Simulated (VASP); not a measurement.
Set up this calculation in VASP 6.6.1, as the native input.

```yaml
Task: single point
Functional: PBE
Potentials_or_basis: VASP PAW PBE potentials, release 64 (K_sv, Ru_pv, O)
Cutoff: 520 eV
k_mesh: 10 × 10 × 10
Occupations: gaussian, width 0.1 eV
Spin: no spin polarisation
Dipole_correction: no
Further_INCAR_settings: ALGO = Normal; EDIFF = 1e-06; NBANDS = 44
```

The structure of KRu4O lies in POSCAR:

```
KRu4O
1.0
    0.0000000000      3.6832415184      3.6832415184
    3.6832415184      0.0000000000      3.6832415184
    3.6832415184      3.6832415184      0.0000000000
K Ru O
1 4 1
Direct
    0.0000000000      0.0000000000      0.0000000000
    0.6237551045      0.6237551045      0.1287346864
    0.6237551045      0.6237551045      0.6237551045
    0.1287346864      0.6237551045      0.6237551045
    0.6237551045      0.1287346864      0.6237551045
    0.2500000000      0.2500000000      0.2500000000
```

The cell was built from a structure type or drawn by symmetry, and may not be a known phase.

These files were run (other wordings do the same):

INCAR

```
  ALGO = Normal
  EDIFF = 1E-6
  ENCUT = 520
  GGA = PE
  ISIF = 2
  ISMEAR = 0
  LASPH = True
  LCHARG = False
  LREAL = False
  LWAVE = False
  NBANDS = 44
  NELM = 100
  PREC = Accurate
  SIGMA = 0.1
```

KPOINTS

```
k-points
0
Gamma
  10 10 10
```

Potentials or basis: VASP PAW PBE potentials, release 64 (K_sv, Ru_pv, O).

Run with:

```console
$ cat potpaw_PBE.64/K_sv/POTCAR potpaw_PBE.64/Ru_pv/POTCAR potpaw_PBE.64/O/POTCAR > POTCAR
$ mpirun -np 1 vasp_std > vasp.out
```

It gave:

- Pressure: 0.1 GPa
- Largest force: 0.008 eV/Å
- Band gap on the k mesh: zero (an odd number of electrons rules out a gap without spin polarisation)

Caveat: an odd number of electrons without spin polarisation forces a metal; a magnetic or distorted state may lie lower.

Run time: 3.1 min on 1 thread of Intel(R) Xeon(R) 6975P-C (Granite Rapids), with other jobs on the host, peak memory 0.35 GiB.
